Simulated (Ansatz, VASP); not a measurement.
**Sr: VASP beside Ansatz**

```xyz
3
Lattice="7.0883 0.0000 0.0000 -3.5441 6.1386 0.0000 0.0000 0.0000 3.5997" Properties=species:S:1:pos:R:3 pbc="T T T"
Sr   -2.4098    4.1739    0.0000
Sr    1.1344    1.9648    0.0000
Sr    4.8196    0.0000    0.0000
```

Alike in both runs: task single point; functional PBE; k mesh 9 × 9 × 12; occupations gaussian, width 0.1 eV; no spin polarisation.

|  | VASP | Ansatz |
| --- | --- | --- |
| version | VASP 6.6.1 | Ansatz 0.2.0 |
| potentials or method | VASP PAW PBE potentials, release 64 (Sr_sv), cutoff 520 eV | scalar-relativistic, plane waves, PAW |
| valence electrons in the cell | 30 | 30 |

```tsv
	VASP	Ansatz	Ansatz less VASP
gap on the k mesh at the Fermi level (eV)	none	none	-
pressure (GPa)	0.5	0.5	-0.01
traceless stress, the component that is largest in VASP (GPa)	2.05	2.05	-0.001
rms of the force components (eV/Å)	0.140	0.139	-0.0005
```

Atom by atom the forces differ by 0.001 eV/Å (rms over components). A gap of «none» marks a metal or a gap that the smearing closes.
